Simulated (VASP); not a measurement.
A run of VASP 6.6.1 is set up as follows.

The input INCAR:

```
PREC = Accurate
ENCUT = 520
EDIFF = 1E-6
ISMEAR = 0
SIGMA = 0.01
LREAL = False
LASPH = True
NELM = 100
ALGO = Normal
ISIF = 2
LWAVE = False
LCHARG = True
GGA = PS
LELF = True
LVHAR = True
NBANDS = 32
```

File KPOINTS:

```
Automatic mesh
0
Gamma
  9 9 9
```

POSCAR

```
Bi2Te3
1.0
    2.1911539061      1.2650632975     10.0979999607
   -2.1911539061      1.2650632975     10.0979999607
    0.0000000000     -2.5301265951     10.0979999607
Bi Te
2 3
Direct
    0.3998738130      0.3998738130      0.3998738130
    0.6001261870      0.6001261870      0.6001261870
    0.0000000000      0.0000000000      0.0000000000
    0.2099474874      0.2099474874      0.2099474874
    0.7900525126      0.7900525126      0.7900525126
```

Potentials or basis: VASP PAW PBE potentials, release 64 (Bi_d, Te).

Command:

```bash
$ cat potpaw_PBE.64/Bi_d/POTCAR potpaw_PBE.64/Te/POTCAR > POTCAR
$ mpirun -np 1 vasp_std > vasp.out
```

(1) Predict the pressure.

(2) Estimate the band gap on the k mesh.

## Answers

(1) 0.0 GPa.

(2) 0.20 eV.

Caveat: the PAW data sets were made with another functional, which shifts forces and pressure a little; spin-orbit coupling is left out, which moves the levels of the heavy elements.
